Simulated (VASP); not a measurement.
# Si2Ni (Fm-3m) in VASP: a series of runs

Si2Ni is run at these levels: PBEsol; tasks: single point.

Everything below comes from runs of VASP 6.6.1. Logs are shortened: lines on timing, memory, paths and dates and some standing lists are left out, and cuts for length are marked.

### 1 The cell of the first run

The structure is cubic, space group Fm-3m (No. 225). Conventional cell: a = 5.292 Å, b = 5.292 Å, c = 5.292 Å, α = 90.00°, β = 90.00°, γ = 90.00°. Ni (site symmetry m-3m) has 8 Si at 2.29 Å within 3.0 Å. Si (site symmetry -43m) has 4 Ni at 2.29 Å and 6 Si at 2.65 Å within 3.0 Å.

### 2 Single point, PBEsol, collinear spin, ferromagnetic start

The input, INCAR:

```
PREC     = Accurate       # precision mode
ENCUT    = 520            # plane-wave cutoff, eV
EDIFF    = 1E-6           # SCF threshold, eV
ISMEAR   = -1             # smearing method
SIGMA    = 0.05           # smearing width, eV
LREAL    = F              # projectors in reciprocal space
LASPH    = T              # aspherical terms in the spheres
NELM     = 150            # most SCF steps
ALGO     = Normal         # electronic algorithm
ISIF     = 2              # what is computed and relaxed
LWAVE    = F              # write WAVECAR
LCHARG   = F              # write CHGCAR
ISPIN    = 2              # spin polarisation
MAGMOM   = 1 0 0          # initial moments
LORBIT   = 11             # projections on sites
LMAXMIX  = 4              # l up to which the mixer works
GGA      = PS             # functional
NBANDS   = 20             # bands
```

The input, KPOINTS:

```
regular mesh
0
Gamma
  9 9 9
```

The input, POSCAR:

```
Si2Ni
1.0
    0.0000000000      2.6461831422      2.6461831422
    2.6461831422      0.0000000000      2.6461831422
    2.6461831422      2.6461831422      0.0000000000
Ni Si
1 2
Direct
    0.0000000000      0.0000000000      0.0000000000
    0.7500000000      0.7500000000      0.7500000000
    0.2500000000      0.2500000000      0.2500000000
```

Potentials or basis: VASP PAW PBE potentials, release 64 (Ni, Si).

The run is started by

```bash
$ cat potpaw_PBE.64/Ni/POTCAR potpaw_PBE.64/Si/POTCAR > POTCAR
$ mpirun -np 1 vasp_std > vasp.out
```

OUTCAR:

```text
PREC = Accurate
   ENCUT = 520
   EDIFF = 1E-6
   ISMEAR = -1
   LREAL = F
   LASPH = T
   NELM = 150
   ISIF = 2
   ISPIN = 2
   LORBIT = 11
   GGA = PS

 ion  position               nearest neighbor table
   1  0.000  0.000  0.000-   2 2.29   2 2.29   2 2.29   2 2.29   3 2.29   3 2.29   3 2.29   3 2.29

   2  0.750  0.750  0.750-   1 2.29   1 2.29   1 2.29   1 2.29   3 2.65   3 2.65   3 2.65   3 2.65
                             3 2.65   3 2.65
   3  0.250  0.250  0.250-   1 2.29   1 2.29   1 2.29   1 2.29   2 2.65   2 2.65   2 2.65   2 2.65
                             2 2.65   2 2.65

  LATTYP: Found a face centered cubic cell.
 ALAT       =     5.2923662844

  Lattice vectors:

 A1 = (   0.0000000000,   2.6461831422,   2.6461831422)
 A2 = (   2.6461831422,   0.0000000000,   2.6461831422)
 A3 = (   2.6461831422,   2.6461831422,   0.0000000000)

Analysis of symmetry for initial positions (statically):
=====================================================================
 Subroutine PRICEL returns:
 Original cell was already a primitive cell.

 Routine SETGRP: Setting up the symmetry group for a
 face centered cubic supercell.

 Subroutine GETGRP returns: Found 48 space group operations
 (whereof 48 operations were pure point group operations)
 out of a pool of 48 trial point group operations.

The static configuration has the point symmetry O_h .

Analysis of symmetry for dynamics (positions and initial velocities):
=====================================================================
 Subroutine PRICEL returns:
 Original cell was already a primitive cell.

 Routine SETGRP: Setting up the symmetry group for a
 face centered cubic supercell.

 Subroutine GETGRP returns: Found 48 space group operations
 (whereof 48 operations were pure point group operations)
 out of a pool of 48 trial point group operations.

The dynamic configuration has the point symmetry O_h .

Analysis of structural, dynamic, and magnetic symmetry:
=====================================================================
 Subroutine PRICEL returns:
 Original cell was already a primitive cell.

 Routine SETGRP: Setting up the symmetry group for a
 face centered cubic supercell.

 Subroutine GETGRP returns: Found 48 space group operations
 (whereof 48 operations were pure point group operations)
 out of a pool of 48 trial point group operations.

The overall configuration has the point symmetry O_h .

 Subroutine INISYM returns: Found 48 space group operations
 (whereof 48 operations are pure point group operations),
 and found     1 'primitive' translations

----------------------------------------------------------------------------------------

                                     Primitive cell

  volume of cell :      37.0587

  direct lattice vectors                    reciprocal lattice vectors
     0.000000000  2.646183142  2.646183142    -0.188951396  0.188951396  0.188951396
     2.646183142  0.000000000  2.646183142     0.188951396 -0.188951396  0.188951396
     2.646183142  2.646183142  0.000000000     0.188951396  0.188951396 -0.188951396

  length of vectors
     3.742268088  3.742268088  3.742268088     0.327273419  0.327273419  0.327273419

  position of ions in fractional coordinates (direct lattice)
     0.000000000  0.000000000  0.000000000
     0.750000000  0.750000000  0.750000000
     0.250000000  0.250000000  0.250000000

  ion indices of the primitive-cell ions
   primitive index   ion index
                 1           1
                 2           2
                 3           3

----------------------------------------------------------------------------------------

 KPOINTS: regular mesh

Automatic generation of k-mesh.
 Grid dimensions read from file:
 generate k-points for:    9    9    9

 Generating k-lattice:

  Cartesian coordinates                     Fractional coordinates (reciprocal lattice)
    -0.020994600  0.020994600  0.020994600     0.111111111  0.000000000  0.000000000
     0.020994600 -0.020994600  0.020994600     0.000000000  0.111111111  0.000000000
     0.020994600  0.020994600 -0.020994600     0.000000000  0.000000000  0.111111111

  Length of vectors
     0.036363713  0.036363713  0.036363713

  Shift w.r.t. Gamma in fractional coordinates (k-lattice)
     0.000000000  0.000000000  0.000000000

 Subroutine IBZKPT returns following result:
 ===========================================

 Found     35 irreducible k-points:

 Following reciprocal coordinates:
            Coordinates               Weight
  0.000000  0.000000  0.000000      1.000000
  0.111111  0.000000  0.000000      8.000000
  0.222222  0.000000  0.000000      8.000000
  0.333333  0.000000  0.000000      8.000000
  0.444444  0.000000  0.000000      8.000000
  0.111111  0.111111  0.000000      6.000000
[... 16 lines left out ...]
 -0.333333  0.333333  0.000000     12.000000
  0.444444  0.444444  0.000000      6.000000
 [... further k-points ...]
   k-points           NKPTS =     35   k-points in BZ     NKDIM =     35   number of bands    NBANDS=     20
   number of dos      NEDOS =    301   number of ions     NIONS =      3
   total plane-waves  NPLWV =  21952
   dimension x,y,z NGX =    28 NGY =   28 NGZ =   28
   dimension x,y,z NGXF=    56 NGYF=   56 NGZF=   56
   ions per type =               1   2
   NGX,Y,Z   is equivalent  to a cutoff of  12.44, 12.44, 12.44 a.u.
   NGXF,Y,Z  is equivalent  to a cutoff of  24.88, 24.88, 24.88 a.u.
 SYSTEM =  unknown system
   PREC   = accura    normal or accurate (medium, high low for compatibility)
   ISTART =      0    job   : 0-new  1-cont  2-samecut
   ICHARG =      2    charge: 1-file 2-atom 10-const
   ISPIN  =      2    spin polarized calculation?
   LNONCOLLINEAR =      F non collinear calculations
   LSORBIT =      F    spin-orbit coupling
   LASPH  =      T    aspherical Exc in radial PAW
   ENCUT  =  520.0 eV  38.22 Ry    6.18 a.u.   6.96  6.96  6.96*2*pi/ulx,y,z
   NELM   =    150;   NELMIN=  2; NELMDL= -5     # of ELM steps
   EDIFF  = 0.1E-05   stopping-criterion for ELM
   LREAL  =      F    real-space projection
   EDIFFG = 0.1E-04   stopping-criterion for IOM
   NSW    =      0    number of steps for IOM
   IBRION =     -1    ionic relax: 0-MD 1-quasi-New 2-CG
   NFREE  =      0    steps in history (QN), initial steepest desc. (CG)
   ISIF   =      2    stress and relaxation
   ISYM   =      2    0-nonsym 1-usesym 2-fastsym
   POTIM  = 0.5000    time-step for ionic-motion
   TEBEG  =    0.0;   TEEND  =   0.0 temperature during run
   PSTRESS=    0.0 pullay stress
   NELECT =      18.0000    total number of electrons
   NUPDOWN=      -1.0000    fix difference up-down
   EMIN   =  10.00;   EMAX   =-10.00  energy-range for DOS
   EFERMI =   0.00;   METHOD = LEGACY
   ISMEAR =    -1;   SIGMA  =   0.05  broadening in eV -4-tet -1-fermi 0-gaus
   EFERMI_NEDOS =   21; number of points for ismear=-14 and -15
   IALGO  =     38    algorithm
   IMIX   =      4    mixing-type and parameters
     AMIX     =   0.40;   BMIX     =  1.00
     AMIX_MAG =   1.60;   BMIX_MAG =  1.00
  volume/ion in A,a.u.               =      12.35        83.36
  Fermi-wavevector in a.u.,A,eV,Ry     =   1.286873  2.431838 22.531829  1.656043
  Thomas-Fermi vector in A             =   2.418922
   LORBIT       =     11    0 simple, 1 ext, 2 COOP (PROOUT), +10 PAW based schemes
   GGA     = PS    functional components
   LHFCALC =     F    Hartree Fock is set to
   AEXX    =    0.0000 exact exchange contribution
   IVDW    =     0    specifies the selected vdW correction
   LEPSILON=     F    determine dielectric tensor
   LRPA    =     F    only Hartree local field effects (RPA)
 spin polarized calculation
  energy-cutoff  :      520.00
  volume of cell :       37.06
 maximum number of plane-waves:      1018
   NGX = 13   NGY = 13   NGZ = 13

 number of electron      17.9999995 magnetization       0.0003250

 number of electron      17.9999995 magnetization      -0.0000381

 Free energy of the ion-electron system (eV)
  ---------------------------------------------------
  ext. energy  EPLUGINS =         0.00000000
  ---------------------------------------------------
  free energy    TOTEN  =       -18.91642954 eV

  energy without entropy =      -18.90698433  energy(sigma->0) =      -18.91170693

 E-fermi :  11.3838     XC(G=0): -11.9923

 val. band max:       11.3327760219   @ k =   0.2222   0.0000   0.0000
 cond. band min:      11.4193456405   @ k =   0.3333   0.2222   0.0000
 fundamental gap:      0.0865696186
 Fermi energy:        11.3837835389

 spin component 1

 k-point     1 :       0.0000    0.0000    0.0000
  band No.  band energies     occupation
      1      -3.1446      1.00000
      2       5.6802      1.00000
      3       5.6802      1.00000
      4       5.6802      1.00000
      5       7.4389      1.00000
      6       7.4389      1.00000
[... 12 lines left out ...]
     19      20.4811      0.00000
     20      25.1831      0.00000

 k-point     2 :       0.1111    0.0000    0.0000
  band No.  band energies     occupation
      1      -2.9525      1.00000
      2       5.3440      1.00000
      3       5.7405      1.00000
      4       5.7405      1.00000
      5       7.4036      1.00000
      6       7.4036      1.00000
[... 12 lines left out ...]
     19      21.3563      0.00000
     20      25.7855      0.00000
[... 465 lines left out ...]
      3       3.8236      1.00000
      4       6.1763      1.00000
      5       6.6219      1.00000
      6       6.9949      1.00000
[... 12 lines left out ...]
     19      26.6312      0.00000
     20      27.4373      0.00000

 k-point    24 :       0.4444    0.4444    0.0000
  band No.  band energies     occupation
      1       0.6544      1.00000
      2       3.2943      1.00000
      3       3.7433      1.00000
      4       6.3954      1.00000
      5       6.3954      1.00000
      6       7.5209      1.00000
[... 12 lines left out ...]
     19      25.4468      0.00000
     20      25.6229      0.00000

 [... further k-points ...]

 spin component 2

 k-point     1 :       0.0000    0.0000    0.0000
  band No.  band energies     occupation
      1      -3.1446      1.00000
      2       5.6802      1.00000
      3       5.6802      1.00000
      4       5.6802      1.00000
      5       7.4389      1.00000
      6       7.4389      1.00000
[... 12 lines left out ...]
     19      20.4811      0.00000
     20      25.1831      0.00000

 k-point     2 :       0.1111    0.0000    0.0000
  band No.  band energies     occupation
      1      -2.9525      1.00000
      2       5.3440      1.00000
      3       5.7405      1.00000
      4       5.7405      1.00000
      5       7.4036      1.00000
      6       7.4036      1.00000
[... 12 lines left out ...]
     19      21.3563      0.00000
     20      25.7854      0.00000
[... 465 lines left out ...]
      3       3.8235      1.00000
      4       6.1763      1.00000
      5       6.6218      1.00000
      6       6.9949      1.00000
[... 12 lines left out ...]
     19      26.6312      0.00000
     20      27.4373      0.00000

 k-point    24 :       0.4444    0.4444    0.0000
  band No.  band energies     occupation
      1       0.6544      1.00000
      2       3.2943      1.00000
      3       3.7433      1.00000
      4       6.3954      1.00000
      5       6.3954      1.00000
      6       7.5209      1.00000
[... 12 lines left out ...]
     19      25.4467      0.00000
     20      25.6228      0.00000

 [... further k-points ...]

------------------------ aborting loop because EDIFF is reached ----------------------------------------

  FORCE on cell =-STRESS in cart. coord.  units (eV):
  Direction    XX          YY          ZZ          XY          YZ          ZX
  --------------------------------------------------------------------------------------
  -------------------------------------------------------------------------------------
  Total        2.3400147      2.3400147      2.3400147      0.0000000      0.0000000      0.0000000
  in kB      101.1671390    101.1671390    101.1671390      0.0000000      0.0000000      0.0000000
  external PRESSURE =     101.1671390 kB  Pullay stress =       0.0000000 kB

 VOLUME and BASIS-vectors are now :
 -----------------------------------------------------------------------------
  energy-cutoff  :      520.00
  volume of cell :       37.06
      direct lattice vectors                 reciprocal lattice vectors
     0.000000000  2.646183142  2.646183142    -0.188951396  0.188951396  0.188951396
     2.646183142  0.000000000  2.646183142     0.188951396 -0.188951396  0.188951396
     2.646183142  2.646183142  0.000000000     0.188951396  0.188951396 -0.188951396

 POSITION                                       TOTAL-FORCE (eV/Angst)
 -----------------------------------------------------------------------------------
      0.00000      0.00000      0.00000         0.000000     -0.000000      0.000000
      3.96927      3.96927      3.96927        -0.000000     -0.000000      0.000000
      1.32309      1.32309      1.32309         0.000000      0.000000     -0.000000
 -----------------------------------------------------------------------------------
    total drift:                               -0.000000     -0.000000      0.000000

  FREE ENERGIE OF THE ION-ELECTRON SYSTEM (eV)
  ---------------------------------------------------
  free  energy   TOTEN  =       -18.9164295393 eV

  energy  without entropy=      -18.9069843264  energy(sigma->0) =      -18.91170693

 total charge

# of ion       s       p       d       tot
------------------------------------------
    1        0.600   0.904   8.497  10.001
    2        0.733   0.888   0.000   1.620
    3        0.733   0.888   0.000   1.620
--------------------------------------------------
tot          2.066   2.679   8.497  13.242

 magnetization (x)

# of ion       s       p       d       tot
------------------------------------------
    1       -0.000  -0.000   0.000  -0.000
    2       -0.000  -0.000   0.000  -0.000
    3       -0.000  -0.000   0.000  -0.000
--------------------------------------------------
tot         -0.000  -0.000   0.000  -0.000
```

It took 24 s on 1 thread of Intel Xeon 6975P-C (Granite Rapids), shared host; peak memory 0.19 GiB.

Results:

```
Free energy                                           : -18.9164 eV
Pressure                                              : 10.1 GPa
Band gap on the k mesh                                : zero (filled and empty bands overlap)
Net moment                                            : 0.00 μB per cell
Valence electrons inside the program's atomic spheres : Ni 10.00; Si 1.62
```

Caveat: the PAW data sets were made with another functional, which shifts forces and pressure a little.

### 3 Single point, PBEsol, collinear spin, ferromagnetic start

This run uses another cell than the first one, of 12.70 Å³/atom, 1.028 times its volume.

The input, INCAR:

```
ALGO = Normal
EDIFF = 1E-6
ENCUT = 520
GGA = PS
ISIF = 2
ISMEAR = -1
ISPIN = 2
LASPH = True
LCHARG = True
LELF = True
LMAXMIX = 4
LORBIT = 11
LREAL = False
LVHAR = True
LWAVE = False
MAGMOM = 1 0 0
NBANDS = 20
NELM = 150
PREC = Accurate
SIGMA = 0.05
```

The input, KPOINTS:

```
k-points
0
Gamma
  9 9 9
```

The input, POSCAR:

```
Si2Ni
1.0
    0.0000000000      2.6703948718      2.6703948718
    2.6703948718      0.0000000000      2.6703948718
    2.6703948718      2.6703948718      0.0000000000
Ni Si
1 2
Direct
    0.0000000000      0.0000000000      0.0000000000
    0.7500000000      0.7500000000      0.7500000000
    0.2500000000      0.2500000000      0.2500000000
```

Potentials or basis: VASP PAW PBE potentials, release 64 (Ni, Si).

The run is started by

```bash
$ cat potpaw_PBE.64/Ni/POTCAR potpaw_PBE.64/Si/POTCAR > POTCAR
$ mpirun -np 1 vasp_std > vasp.out
```

It took 25 s on 1 thread of Intel Xeon 6975P-C (Granite Rapids), shared host; peak memory 0.19 GiB.

The run converged. Its results:

```
Free energy                                           : -18.9652 eV
Pressure                                              : 5.1 GPa
Band gap on the k mesh                                : zero (filled and empty bands overlap)
Net moment                                            : 0.00 μB per cell
Valence electrons inside the program's atomic spheres : Ni 9.92; Si 1.60
```

Levels at points of the mesh, in eV from the Fermi level:
Spin up:
```
           k point  band 7  band 8  band 9  band 10  band 11  band 12
(0.00, 0.00, 0.00)   -0.01    1.73    1.73     1.73     2.15     2.15
```
Spin down:
```tsv
k point	band 6	band 7	band 8	band 9	band 10	band 11	band 12	band 13
(0.00, 0.00, 0.00)	-3.77	-0.01	1.73	1.73	1.73	2.15	2.15	2.15
```

Caveat: the PAW data sets were made with another functional, which shifts forces and pressure a little.
